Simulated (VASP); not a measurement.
Input of a VASP 6.6.1 run:

Contents of INCAR:

```
SYSTEM = V
PREC = Accurate
ENCUT = 520
EDIFF = 1E-8
ISMEAR = -1
SIGMA = 0.03
LREAL = .FALSE.
LASPH = .TRUE.
NELM = 150
ALGO = Normal
ISIF = 2
LWAVE = .FALSE.
LCHARG = .FALSE.
ISPIN = 2
MAGMOM = 1.5
LORBIT = 11
LMAXMIX = 4
GGA = PE
LEFG = .TRUE.
NBANDS = 16
```

KPOINTS

```
Automatic mesh
0
G
  15 15 15
  0 0 0
```

The input POSCAR:

```
V
1.0
   -1.5230201596      1.5230201596      1.5230201596
    1.5230201596     -1.5230201596      1.5230201596
    1.5230201596      1.5230201596     -1.5230201596
V
1
Direct
    0.0000000000      0.0000000000      0.0000000000
```

Potentials or basis: VASP PAW PBE potentials, release 64 (V_sv).

The run is started by

```bash
$ cat potpaw_PBE.64/V_sv/POTCAR > POTCAR
$ mpirun -np 1 vasp_std > vasp.out
```

Question: What does it give for the pressure?

Answer: -8.2 GPa.

Question: What does it give for the net moment?

Answer: 0.00 μB per cell.

Caveat: the cell stands under tension; the moments typed at the start vanished in this run.
